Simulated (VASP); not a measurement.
Here is a VASP 6.6.1 calculation.

INCAR

```
SYSTEM = Si7Ge
ALGO     = Normal         ! electronic algorithm
EDIFF    = 1E-6           ! SCF threshold, eV
ENCUT    = 520            ! plane-wave cutoff, eV
GGA      = PS             ! functional
ISIF     = 2              ! what is computed and relaxed
ISMEAR   = 0              ! smearing method
LASPH    = .TRUE.         ! aspherical terms in the spheres
LCHARG   = .FALSE.        ! write CHGCAR
LREAL    = .FALSE.        ! projectors in reciprocal space
LWAVE    = .FALSE.        ! write WAVECAR
NBANDS   = 31             ! bands
NELM     = 60             ! most SCF steps
PREC     = Accurate       ! precision mode
SIGMA    = 0.03           ! smearing width, eV
```

Contents of KPOINTS:

```
k-points
0
G
  6 6 6
  0 0 0
```

File POSCAR:

```
Si7Ge
1.0
    5.4591768100      0.0000000000      0.0000000000
    0.0000000000      5.4591768100      0.0000000000
    0.0000000000      0.0000000000      5.1862179695
Si Ge
7 1
Direct
    0.2525976818      0.2525976818      0.2525976818
    0.0000000000      0.5000000000      0.5000000000
    0.5000000000      0.5000000000      0.0000000000
    0.5000000000      0.0000000000      0.5000000000
    0.7474023182      0.2525976818      0.7474023182
    0.7474023182      0.7474023182      0.2525976818
    0.2525976818      0.7474023182      0.7474023182
    0.0000000000      0.0000000000      0.0000000000
```

Potentials or basis: VASP PAW PBE potentials, release 64 (Si, Ge_d).

Run with:

```sh
$ cat potpaw_PBE.64/Si/POTCAR potpaw_PBE.64/Ge_d/POTCAR > POTCAR
$ mpirun -np 1 vasp_std > vasp.out
```

Problem. Estimate the band gap on the k mesh.

Solution. Zero (bands 21 and 22 overlap by 0.03 eV).

Problem. What does it give for the pressure?

Solution. 5.1 GPa.

Problem. Estimate the largest force.

Solution. 0.022 eV/Å.

Forces on the atoms (eV/Å):
```
Si  -0.014 -0.014  0.010
Si   0.000  0.000  0.000
Si   0.000  0.000  0.000
Si   0.000  0.000  0.000
Si   0.014 -0.014 -0.010
Si   0.014  0.014  0.010
Si  -0.014  0.014 -0.010
Ge   0.000  0.000  0.000
```

Caveat: the cell differs from its parent crystal (strain +0.000 along x and y, -0.050 along z); the cell stands under pressure; semilocal functionals underestimate gaps, and a narrow one can read as zero; the PAW data sets were made with another functional, which shifts forces and pressure a little.
